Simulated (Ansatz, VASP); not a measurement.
## MgB2: VASP beside Ansatz

Contents of INCAR:

```
SYSTEM = MgB2
PREC = Accurate
ENCUT = 520
EDIFF = 1E-6
ISMEAR = -1
SIGMA = 0.05
LREAL = .FALSE.
LASPH = .TRUE.
NELM = 80
ALGO = Normal
ISIF = 2
LWAVE = .FALSE.
LCHARG = .FALSE.
GGA = CA
NBANDS = 11
```

The input KPOINTS:

```
regular mesh
0
G
  12 12 9
  0 0 0
```

Contents of POSCAR:

```
MgB2
1.0
    3.0850007055     -0.0308500071     -0.0308500071
   -1.5692172426      2.6871139852     -0.0112918863
   -0.0352300000     -0.0352300000      3.5230000000
Mg B
1 2
Direct
    0.0000000000      0.0000000000      0.0000000000
    0.3333333333      0.6666666667      0.5000000000
    0.6666666667      0.3333333333      0.5000000000
```

Input for Ansatz:

```yaml
crystal:
  lattice:
    - [3.0850007055, -0.0308500071, -0.0308500071]
    - [-1.5692172426, 2.6871139852, -0.0112918863]
    - [-0.03523, -0.03523, 3.523]
  atoms:
    - { symbol: Mg, position: [0.0, 0.0, 0.0] }
    - { symbol: B, position: [0.3333333333, 0.6666666667, 0.5] }
    - { symbol: B, position: [0.6666666667, 0.3333333333, 0.5] }
kpoints:
  mp_grid: { grid: [12, 12, 9] }
  band_path:
    path:
      - [0.0, 0.0, 0.0]
      - [0.0, 0.0, 0.5]
      - [-0.5, 0.5, 0.0]
      - [0.0, 0.0, 0.0]
      - [0.0, -0.5, 0.0]
      - [-0.5, 0.0, 0.5]
      - [0.0, 0.0, 0.0]
      - [-0.5, 0.0, 0.0]
      - [0.0, -0.5, 0.5]
    npoints: 5
scf:
  occupations: { method: fermi_dirac, width: 0.05 }
hamiltonian:
  xc: lda
  pseudopotentials: { kind: all_electron, lapw: { basis_error: 0.0005 } }
output:
  forces: true
  stress: true
  eigenvalues: true
```

Change from the starting cell: equal xy, yz and zx shear strains of -2 %.

Alike in both runs: task single point; functional LDA; k mesh 12 × 12 × 9; occupations fermi-dirac, width 0.05 eV; no spin polarisation.

|  | VASP | Ansatz |
| --- | --- | --- |
| version | VASP 6.6.1 | Ansatz 0.2.0 |
| potentials or method | VASP PAW LDA potentials, release 64 (Mg, B), cutoff 520 eV | all-electron LAPW, scalar-relativistic |

Ansatz gave:

- pressure (GPa): -7.4
- traceless stress, the component that is largest in VASP (GPa): 3.93
- rms of the force components (eV/Å): 0.016

What did VASP give for the same quantities?

Pressure (GPa): -8.0; traceless stress, the component that is largest in VASP (GPa): 3.93; rms of the force components (eV/Å): 0.016.

LDA's correlation is that of Perdew and Zunger in VASP and of Perdew and Wang (1992) in Ansatz. Atom by atom the forces differ by 0.000 eV/Å (rms over components). Ansatz ran all-electron here, and VASP with PAW potentials.
